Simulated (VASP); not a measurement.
Input of a VASP 6.6.1 run:

Contents of INCAR:

```
ALGO     = Normal         # electronic algorithm
EDIFF    = 1E-6           # SCF threshold, eV
EDIFFG   = -0.005         # ionic threshold
ENCUT    = 600            # plane-wave cutoff, eV
GGA      = CA             # functional
IBRION   = 2              # ionic algorithm
ISIF     = 3              # what is computed and relaxed
ISMEAR   = 0              # smearing method
LASPH    = T              # aspherical terms in the spheres
LCHARG   = F              # write CHGCAR
LREAL    = F              # projectors in reciprocal space
LWAVE    = F              # write WAVECAR
NELM     = 100            # most SCF steps
NSW      = 70             # ionic steps
PREC     = Accurate       # precision mode
SIGMA    = 0.1            # smearing width, eV
```

The input KPOINTS:

```
k-points
0
Gamma
  16 16 12
```

Contents of POSCAR:

```
VPt
1.0
    2.7028326210      0.0000000000      0.0000000000
    0.0000000000      2.7028326210      0.0000000000
    0.0000000000      0.0000000000      3.9088238004
V Pt
1 1
Direct
    0.5000000000      0.5000000000      0.5000000000
    0.0000000000      0.0000000000      0.0000000000
```

Potentials or basis: VASP PAW LDA potentials, release 64 (V_sv, Pt).

The run is started by

```sh
$ cat potpaw_LDA.64/V_sv/POTCAR potpaw_LDA.64/Pt/POTCAR > POTCAR
$ mpirun -np 1 vasp_std > vasp.out
```

Question: What does it give for the band gap on the k mesh?

Answer: Zero (an odd number of electrons rules out a gap without spin polarisation).

Question: Estimate the space group after relaxing (to 0.1 Å).

Answer: P4/mmm (No. 123).

Question: Estimate the relaxed volume.

Answer: 13.51 Å³/atom.

Question: Predict the relaxed cell.

Answer: a = 2.654 Å, b = 2.654 Å, c = 3.836 Å, α = 90.00°, β = 90.00°, γ = 90.00°.

The path:
```csv
step,energy change (eV),largest force (eV/Å),pressure (GPa),volume (Å³)
1,0.0000,0.0000,-13.80,28.56
2,0.3785,0.0000,49.71,23.77
3,-0.0692,0.0000,-0.78,27.10
4,-0.0693,0.0000,-0.12,27.04
5,-0.0693,0.0000,0.15,27.01
6,-0.0693,0.0000,-0.26,27.05
7,-0.0694,0.0000,-0.13,27.03
8,-0.0694,0.0000,-0.03,27.03
9,-0.0694,0.0000,-0.07,27.03
10,-0.0694,0.0000,-0.04,27.03
11,-0.0694,0.0000,0.00,27.02
```

Caveat: spin-orbit coupling is left out, which moves the levels of the heavy elements. LDA usually gives volumes a few per cent too small.
